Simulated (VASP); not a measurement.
Runs of VASP 6.6.1 on Ru2Pb. The structure is that of space group R-3m (No. 166), or close to it. The cells are those of the table. 

```tsv
task	cell	k mesh	cutoff (eV)	gap on the mesh (eV)	pressure (GPa)	largest force (eV/Å)
relaxation of cell and atoms	relaxed from a = 5.747 Å, angles 36.0°, 3 atoms	6 × 6 × 6	600	none	-0.1	0.01
single point	a = 5.554 Å, angles 40.9°, 3 atoms	6 × 6 × 6	520	none	0.3	0.03
single point	a = 5.549 Å, angles 41.0°, 3 atoms	12 × 12 × 12	520	none	(b)	0.04
single point	a = 5.747 Å, angles 36.0°, 3 atoms	6 × 6 × 6	520	none	(a)	5.85
```

Alike in all rows: level PBE; potentials or basis VASP PAW PBE potentials, release 64 (Ru_pv, Pb_d); no spin polarisation; smearing gaussian 0.1 eV.

Question: Estimate the missing entries.

Answer: (a) 27.6; (b) 0.1.

Caveats: spin-orbit coupling is left out, which moves the levels of the heavy elements; forces of over 1 eV/Å act on the atoms, so gaps and moduli don't describe the material at rest (some runs).

A k mesh can miss the band edges, and the runs leave out spin-orbit coupling on Pb, Ru.

A gap of «none» marks levels without a gap at the run's occupations.
